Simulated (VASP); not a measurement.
The system is B2Ir2Rh.

```
Ir B Rh
1.0
     0.00000    2.94285    0.00000
     2.94285    0.00000    0.00000
     1.47142    1.47142   -6.26727
Ir B Rh
2 2 1
Cartesian
  1.4714 1.4714 -1.5860
  2.9428 2.9428 -4.6813
  1.4714 2.9428 -3.1336
  2.9428 1.4714 -3.1336
  0.0000 0.0000 0.0000
```

```yaml
Program: VASP 6.6.1
Task: relaxation of cell and atoms
Functional: r2SCAN
Potentials_or_basis: VASP PAW PBE potentials, release 64 (Ir, B, Rh_pv)
Cutoff: 600 eV
k_mesh: 6 × 6 × 6
Occupations: methfessel-paxton, width 0.1901 eV
Spin: no spin polarisation
```

At the start: pressure 19.2 GPa; volume 10.86 Å³/atom.

Question: Where does the relaxation end?

Answer: Over 12 steps the energy falls by 219.1 meV/atom and the volume is 11.35 Å³/atom (+4.6 %); space group I4/mmm (No. 139, to 0.05 Å).

The path:
| step | energy change (eV) | largest force (eV/Å) | pressure (GPa) | volume (Å³) |
| --- | --- | --- | --- | --- |
| 1 | 0.0000 | 2.3324 | 19.18 | 54.28 |
| 2 | -0.0494 | 1.4110 | -28.34 | 65.04 |
| 3 | -0.4938 | 1.5157 | -10.37 | 59.41 |
| 4 | -0.9528 | 1.3678 | -0.76 | 57.96 |
| 5 | -0.9535 | 1.4951 | -0.23 | 57.90 |
| 6 | -1.0143 | 0.0530 | -1.91 | 57.02 |
| 7 | -1.0770 | 0.5122 | -1.80 | 57.41 |
| 8 | -1.0770 | 0.5338 | -1.79 | 57.43 |
| 9 | -1.0938 | 0.1985 | 1.44 | 56.59 |
| 10 | -1.0938 | 0.2022 | 1.39 | 56.60 |
| 11 | -1.0906 | 0.3462 | -2.15 | 57.05 |
| 12 | -1.0955 | 0.0034 | 0.05 | 56.76 |

Final structure:
```
CELL_PARAMETERS angstrom
0.00000 2.82527 0.00000
2.82527 0.00000 0.00000
1.41264 1.41264 -7.11100
ATOMIC_POSITIONS crystal
Ir 0.36216 0.36216 0.27567
Ir 0.63784 0.63784 0.72433
B 0.75000 0.25000 0.50000
B 0.25000 0.75000 0.50000
Rh 0.00000 0.00000 0.00000
```

Caveat: the k points lie up to 0.38 Å⁻¹ apart in the final cell; the PAW data sets were made with another functional, which shifts forces and pressure a little.
